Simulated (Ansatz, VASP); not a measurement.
## One calculation of BaS, two programs

Contents of INCAR:

```
SYSTEM = BaS
PREC = Accurate ; ENCUT = 520
EDIFF = 1E-8 ; ISMEAR = -1
SIGMA = 0.02 ; LREAL = .False.
LASPH = .True. ; NELM = 100
ALGO = Normal ; ISIF = 2
LWAVE = .False. ; LCHARG = .False.
GGA = PS ; LEFG = .True.
NBANDS = 15
```

File KPOINTS:

```
Automatic mesh
0
Gamma
  8 8 8
  0 0 0
```

The input POSCAR:

```
BaS
1.0
    0.0000000000      3.1723147904      3.1723147904
    3.1723147904      0.0000000000      3.1723147904
    3.1723147904      3.1723147904      0.0000000000
Ba S
1 1
Direct
    0.0000000000      0.0000000000      0.0000000000
    0.5000000000      0.5000000000      0.5000000000
```

Input for Ansatz:

```yaml
crystal:
  lattice:
    - [0.0, 3.1723147904, 3.1723147904]
    - [3.1723147904, 0.0, 3.1723147904]
    - [3.1723147904, 3.1723147904, 0.0]
  atoms:
    - { symbol: Ba, position: [0.0, 0.0, 0.0] }
    - { symbol: S, position: [0.5, 0.5, 0.5] }
kpoints:
  mp_grid: { grid: [8, 8, 8] }
scf:
  occupations: { method: fermi_dirac, width: 0.02 }
hamiltonian:
  xc: pbesol
  pseudopotentials: { kind: all_electron, datasets: crystal }
output:
  forces: true
  stress: true
  eigenvalues: true
  efg: { contact_densities: true }
```

Change from the starting cell: volume scaled by 0.98, crystal datasets.

Alike in both runs: task electric field gradients; functional PBEsol; k mesh 8 × 8 × 8; occupations fermi-dirac, width 0.02 eV; no spin polarisation.

```csv
,VASP,Ansatz
version,VASP 6.6.1,Ansatz 0.2.0
potentials or method,"VASP PAW PBE potentials, release 64 (Ba_sv, S), cutoff 520 eV","all-electron PAW with datasets made for the crystal, scalar-relativistic"
```

|  | VASP | Ansatz | Ansatz less VASP |
| --- | --- | --- | --- |
| gap on the k mesh at the Fermi level (eV) | 1.94 | 2.05 | +0.104 |
| pressure (GPa) | 0.4 | -0.3 | -0.67 |

VASP's potentials were made for PBE, not for PBEsol. Ansatz ran all-electron here, and VASP with PAW potentials.

Neither program's run includes spin-orbit coupling.
